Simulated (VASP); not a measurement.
Tl2S, 3 atoms in the cell. The cell holds a sheet with vacuum, 3 atoms: a = 6.187 Å, b = 6.187 Å, c = 14.000 Å, α = 90.00°, β = 90.00°, γ = 120.00°. 

```yaml
Program: VASP 6.6.1
Task: single point
Functional: PBE
Potentials_or_basis: VASP PAW PBE potentials, release 64 (Tl_d, S)
Cutoff: 520 eV
k_mesh: 3 × 3 × 1
Occupations: gaussian, width 0.1 eV
Spin: no spin polarisation
Dipole_correction: yes
Further_INCAR_settings: ALGO = Normal; EDIFF = 1e-07; NBANDS = 23
```

Potentials or basis: VASP PAW PBE potentials, release 64 (Tl_d, S).

Command:

```console
$ cat potpaw_PBE.64/Tl_d/POTCAR potpaw_PBE.64/S/POTCAR > POTCAR
$ mpirun -np 1 vasp_std > vasp.out
```

Hardware: 1 thread of Intel Xeon 6975P-C, with other jobs on the host.

Problem. How long does it take, and how much memory?

Solution. It took 83 s on 1 thread of Intel Xeon 6975P-C (shared host), peak memory 0.55 GiB. Counts: scf iterations 21, k points 3.
